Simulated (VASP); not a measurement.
# WS2 (Tungstenite) (P6_3/mmc) in VASP: further runs

Aim: see how the results for WS2 (Tungstenite) move with the level of theory and the settings. Levels: BLYP, LDA. Tasks: single point.

Program: VASP 6.6.1. These are calculated values, not measurements. Logs are shortened: lines on timing, memory, paths and dates and some standing lists are left out, and cuts for length are marked.

## Step 1: The cell of the first run

Symmetry: P6_3/mmc, No. 194, hexagonal system. Conventional cell: a = 3.180 Å, b = 3.180 Å, c = 12.500 Å, α = 90.00°, β = 90.00°, γ = 120.00°. W (site symmetry -6m2) has 6 S at 2.41 Å and 6 W at 3.18 Å within 3.2 Å. Within 3.2 Å of S (site symmetry 3m) lie 3 W at 2.41 Å and 7 S at 3.12 to 3.18 Å.

## Step 2: Single point, BLYP

INCAR

```
PREC     = Accurate       # precision mode
ENCUT    = 520            # plane-wave cutoff, eV
EDIFF    = 1E-6           # SCF threshold, eV
ISMEAR   = -1             # smearing method
SIGMA    = 0.05           # smearing width, eV
LREAL    = False          # projectors in reciprocal space
LASPH    = True           # aspherical terms in the spheres
NELM     = 100            # most SCF steps
ALGO     = Normal         # electronic algorithm
ISIF     = 2              # what is computed and relaxed
LWAVE    = False          # write WAVECAR
LCHARG   = False          # write CHGCAR
GGA      = B5             # functional
ALDAX    = 1.0          
AGGAX    = 1.0          
AGGAC    = 1.0          
ALDAC    = 0.0          
NBANDS   = 35             # bands
```

KPOINTS

```
Automatic mesh
0
Gamma
  10 10 3
```

POSCAR

```
WS2
1.0
    3.1800000000      0.0000000000      0.0000000000
   -1.5900000000      2.7539607840      0.0000000000
    0.0000000000      0.0000000000     12.5000000000
W S
2 4
Direct
    0.6666666667      0.3333333333      0.7500000000
    0.3333333333      0.6666666667      0.2500000000
    0.6666666667      0.3333333333      0.3750000000
    0.3333333333      0.6666666667      0.8750000000
    0.6666666667      0.3333333333      0.1250000000
    0.3333333333      0.6666666667      0.6250000000
```

Potentials or basis: VASP PAW PBE potentials, release 64 (W_sv, S).

Launch:

```console
$ cat potpaw_PBE.64/W_sv/POTCAR potpaw_PBE.64/S/POTCAR > POTCAR
$ mpirun -np 1 vasp_std > vasp.out
```

OUTCAR:

```text
PREC = Accurate
   ENCUT = 520
   EDIFF = 1E-6
   ISMEAR = -1
   LREAL = False
   LASPH = True
   NELM = 100
   ISIF = 2
   GGA = B5

 ion  position               nearest neighbor table
   1  0.667  0.333  0.750-   4 2.41   6 2.41   4 2.41   6 2.41   4 2.41   6 2.41
   2  0.333  0.667  0.250-   3 2.41   5 2.41   3 2.41   5 2.41   3 2.41   5 2.41
   3  0.667  0.333  0.375-   2 2.41   2 2.41   2 2.41
   4  0.333  0.667  0.875-   1 2.41   1 2.41   1 2.41
   5  0.667  0.333  0.125-   2 2.41   2 2.41   2 2.41
   6  0.333  0.667  0.625-   1 2.41   1 2.41   1 2.41

  LATTYP: Found a hexagonal cell.
 ALAT       =     3.1800000000
 C/A-ratio  =     3.9308176101

  Lattice vectors:

 A1 = (   3.1800000000,   0.0000000000,   0.0000000000)
 A2 = (  -1.5900000000,   2.7539607840,   0.0000000000)
 A3 = (   0.0000000000,   0.0000000000,  12.5000000000)

Analysis of symmetry for initial positions (statically):
=====================================================================
 Subroutine PRICEL returns:
 Original cell was already a primitive cell.

 Routine SETGRP: Setting up the symmetry group for a
 hexagonal supercell.

 Subroutine GETGRP returns: Found 24 space group operations
 (whereof 12 operations were pure point group operations)
 out of a pool of 24 trial point group operations.

The static configuration has the point symmetry D_3d.
 The point group associated with its full space group is D_6h.

Analysis of symmetry for dynamics (positions and initial velocities):
=====================================================================
 Subroutine PRICEL returns:
 Original cell was already a primitive cell.

 Routine SETGRP: Setting up the symmetry group for a
 hexagonal supercell.

 Subroutine GETGRP returns: Found 24 space group operations
 (whereof 12 operations were pure point group operations)
 out of a pool of 24 trial point group operations.

The dynamic configuration has the point symmetry D_3d.
 The point group associated with its full space group is D_6h.

 Subroutine INISYM returns: Found 24 space group operations
 (whereof 12 operations are pure point group operations),
 and found     1 'primitive' translations

----------------------------------------------------------------------------------------

                                     Primitive cell

[... 93 lines left out ...]
   LNONCOLLINEAR =      F non collinear calculations
   LSORBIT =      F    spin-orbit coupling
   LASPH  =      T    aspherical Exc in radial PAW
   ENCUT  =  520.0 eV  38.22 Ry    6.18 a.u.   5.91  5.91 23.24*2*pi/ulx,y,z
   NELM   =    100;   NELMIN=  2; NELMDL= -5     # of ELM steps
   EDIFF  = 0.1E-05   stopping-criterion for ELM
   LREAL  =      F    real-space projection
   EDIFFG = 0.1E-04   stopping-criterion for IOM
   NSW    =      0    number of steps for IOM
   IBRION =     -1    ionic relax: 0-MD 1-quasi-New 2-CG
   NFREE  =      0    steps in history (QN), initial steepest desc. (CG)
   ISIF   =      2    stress and relaxation
   ISYM   =      2    0-nonsym 1-usesym 2-fastsym
   POTIM  = 0.5000    time-step for ionic-motion
   TEBEG  =    0.0;   TEEND  =   0.0 temperature during run
   PSTRESS=    0.0 pullay stress
   NELECT =      52.0000    total number of electrons
   NUPDOWN=      -1.0000    fix difference up-down
   EMIN   =  10.00;   EMAX   =-10.00  energy-range for DOS
   EFERMI =   0.00;   METHOD = LEGACY
   ISMEAR =    -1;   SIGMA  =   0.05  broadening in eV -4-tet -1-fermi 0-gaus
   EFERMI_NEDOS =   21; number of points for ismear=-14 and -15
   IALGO  =     38    algorithm
   IMIX   =      4    mixing-type and parameters
     AMIX     =   0.40;   BMIX     =  1.00
     AMIX_MAG =   1.60;   BMIX_MAG =  1.00
  volume/ion in A,a.u.               =      18.24       123.12
  Fermi-wavevector in a.u.,A,eV,Ry     =   1.277353  2.413847 22.199688  1.631631
  Thomas-Fermi vector in A             =   2.409958
   LORBIT       =      0    0 simple, 1 ext, 2 COOP (PROOUT), +10 PAW based schemes
   GGA     = B5    functional components
   LHFCALC =     F    Hartree Fock is set to
   AEXX    =    0.0000 exact exchange contribution
   IVDW    =     0    specifies the selected vdW correction
   LEPSILON=     F    determine dielectric tensor
   LRPA    =     F    only Hartree local field effects (RPA)
 non-spin polarized calculation
  energy-cutoff  :      520.00
  volume of cell :      109.47
 maximum number of plane-waves:      2976
 NGX is ok and might be reduce to    24
   NGX = 11   NGY = 11   NGZ = 47

 number of electron      52.0000007 magnetization

 Free energy of the ion-electron system (eV)
  ---------------------------------------------------
  ext. energy  EPLUGINS =         0.00000000
  ---------------------------------------------------
  free energy    TOTEN  =       -41.63233205 eV

  energy without entropy =      -41.63233169  energy(sigma->0) =      -41.63233187

 E-fermi :   8.0424     XC(G=0): -10.1990

 val. band max:        7.5299385451   @ k =   0.0000   0.0000   0.0000
 cond. band min:       8.6748356227   @ k =   0.2000   0.2000   0.0000
 fundamental gap:      1.1448970776
 Fermi energy:         8.0423963472

 k-point     1 :       0.0000    0.0000    0.0000
  band No.  band energies     occupation
      1     -66.7002      2.00000
      2     -66.7001      2.00000
      3     -31.1981      2.00000
      4     -31.1981      2.00000
      5     -31.0549      2.00000
      6     -31.0549      2.00000
[... 901 lines left out ...]
     34      11.5925      0.00000
     35      12.5801      0.00000

 [... further k-points ...]
[... 5 lines left out ...]
  --------------------------------------------------------------------------------------
  -------------------------------------------------------------------------------------
  Total        6.8938007      6.8938007      6.3621520     -0.0000000      0.0000000      0.0000000
  in kB      100.8961102    100.8961102     93.1150192     -0.0000000      0.0000000      0.0000000
  external PRESSURE =      98.3024132 kB  Pullay stress =       0.0000000 kB

 VOLUME and BASIS-vectors are now :
 -----------------------------------------------------------------------------
  energy-cutoff  :      520.00
  volume of cell :      109.47
      direct lattice vectors                 reciprocal lattice vectors
     3.180000000  0.000000000  0.000000000     0.314465409  0.181556688  0.000000000
    -1.590000000  2.753960784  0.000000000     0.000000000  0.363113377  0.000000000
     0.000000000  0.000000000 12.500000000     0.000000000  0.000000000  0.080000000

 POSITION                                       TOTAL-FORCE (eV/Angst)
 -----------------------------------------------------------------------------------
      1.59000      0.91799      9.37500         0.000000     -0.000000      0.000000
     -0.00000      1.83597      3.12500        -0.000000      0.000000      0.000000
      1.59000      0.91799      4.68750         0.000000      0.000000      0.568189
     -0.00000      1.83597     10.93750        -0.000000      0.000000      0.568189
      1.59000      0.91799      1.56250         0.000000     -0.000000     -0.568189
     -0.00000      1.83597      7.81250        -0.000000     -0.000000     -0.568189
 -----------------------------------------------------------------------------------
    total drift:                               -0.000000      0.000000     -0.000000

  FREE ENERGIE OF THE ION-ELECTRON SYSTEM (eV)
  ---------------------------------------------------
  free  energy   TOTEN  =       -41.6323320473 eV

  energy  without entropy=      -41.6323316885  energy(sigma->0) =      -41.63233187
```

OSZICAR:

```text
N       E                     dE             d eps       ncg     rms          rms(c)
DAV:   1     0.525401072264E+03    0.52540E+03   -0.28281E+04  2136   0.147E+03
DAV:   2    -0.108099699937E+02   -0.53621E+03   -0.51830E+03  2261   0.408E+02
DAV:   3    -0.439704377778E+02   -0.33160E+02   -0.32474E+02  2426   0.977E+01
DAV:   4    -0.447857140932E+02   -0.81528E+00   -0.81167E+00  2394   0.160E+01
DAV:   5    -0.448025930521E+02   -0.16879E-01   -0.16873E-01  2362   0.245E+00    0.365E+01
DAV:   6    -0.420172258089E+02    0.27854E+01   -0.10559E+01  2211   0.215E+01    0.157E+01
DAV:   7    -0.417750380291E+02    0.24219E+00   -0.30026E+00  2106   0.960E+00    0.726E+00
DAV:   8    -0.416310203052E+02    0.14402E+00   -0.39122E-01  2229   0.443E+00    0.237E+00
DAV:   9    -0.416359990791E+02   -0.49788E-02   -0.55380E-02  2355   0.123E+00    0.130E+00
DAV:  10    -0.416333304380E+02    0.26686E-02   -0.33839E-02  2260   0.114E+00    0.520E-01
DAV:  11    -0.416323469423E+02    0.98350E-03   -0.60851E-03  2140   0.467E-01    0.160E-01
DAV:  12    -0.416323333433E+02    0.13599E-04   -0.27987E-04  2352   0.780E-02    0.835E-02
DAV:  13    -0.416323365513E+02   -0.32080E-05   -0.30273E-05  2231   0.329E-02    0.457E-02
DAV:  14    -0.416323333668E+02    0.31845E-05   -0.16716E-05  2308   0.253E-02    0.346E-02
DAV:  15    -0.416323321673E+02    0.11995E-05   -0.25928E-06  1565   0.115E-02    0.180E-02
DAV:  16    -0.416323320473E+02    0.11999E-06   -0.11251E-06  1205   0.457E-03
   1 F= -.41632332E+02 E0= -.41632332E+02  d E =-.358813E-06
```

Run time: 80 s. Hardware: 1 thread of Intel Xeon 6975P-C (Granite Rapids), shared host; peak memory 0.27 GiB.

Results:

| Quantity | Value |
| --- | --- |
| Free energy | -41.6323 eV |
| Pressure | 9.8 GPa |
| Largest force | 0.568 eV/Å |
| Band gap on the k mesh | 1.14 eV, indirect (least direct gap 2.09 eV) |

Forces on the atoms (eV/Å):
```
W    0.000  0.000  0.000
W    0.000  0.000  0.000
S    0.000  0.000  0.568
S    0.000  0.000  0.568
S    0.000  0.000 -0.568
S    0.000  0.000 -0.568
```

Stress tensor (GPa, compression positive):
```
10.09  0.00  0.00
 0.00 10.09  0.00
 0.00  0.00  9.31
```

Caveat: the PAW data sets were made with another functional, which shifts forces and pressure a little; spin-orbit coupling is left out, which moves the levels of the heavy elements; this functional lacks dispersion, which binds the layers, so the pressure and a relaxed spacing across them are unreliable.

## Step 3: Single point, LDA

INCAR

```
ALGO = Normal
EDIFF = 1E-7
ENCUT = 520
ISIF = 2
ISMEAR = -1
LASPH = T
LCHARG = T
LELF = T
LREAL = F
LVHAR = T
LWAVE = F
NBANDS = 35
NELM = 80
PREC = Accurate
SIGMA = 0.05
```

KPOINTS

```
k-points
0
Gamma
  10 10 3
```

POSCAR is that of step 2.

Potentials or basis: VASP PAW LDA potentials, release 64 (W_sv, S).

Launch:

```console
$ cat potpaw_LDA.64/W_sv/POTCAR potpaw_LDA.64/S/POTCAR > POTCAR
$ mpirun -np 1 vasp_std > vasp.out
```

Run time: 72 s. Hardware: 1 thread of Intel Xeon 6975P-C (Granite Rapids), shared host; peak memory 0.23 GiB.

It converged, with:

* Free energy: -52.4519 eV
* Pressure: -5.3 GPa
* Largest force: 0.312 eV/Å
* Band gap on the k mesh: 1.05 eV, indirect (least direct gap 2.07 eV)

Forces in eV/Å, atoms in the order of the input:
```
W    0.000  0.000  0.000
W    0.000  0.000  0.000
S    0.000  0.000 -0.312
S    0.000  0.000 -0.312
S    0.000  0.000  0.312
S    0.000  0.000  0.312
```

Stress tensor (GPa, compression positive):
```
-5.91  0.00  0.00
 0.00 -5.91  0.00
 0.00  0.00 -4.01
```

Levels at points of the mesh, in eV from the valence-band top:
| k point | band 24 | band 25 | band 26 | band 27 | band 28 | band 29 |
| --- | --- | --- | --- | --- | --- | --- |
| (0.00, 0.00, 0.00) | -1.52 | -1.14 | 0.00 | 2.23 | 2.23 | 2.24 |
| (0.50, 0.00, 0.00) | -1.80 | -1.65 | -1.49 | 2.16 | 2.19 | 2.50 |

Caveat: spin-orbit coupling is left out, which moves the levels of the heavy elements. Expect the measured gap to be larger: semilocal functionals such as LDA lack the derivative discontinuity.
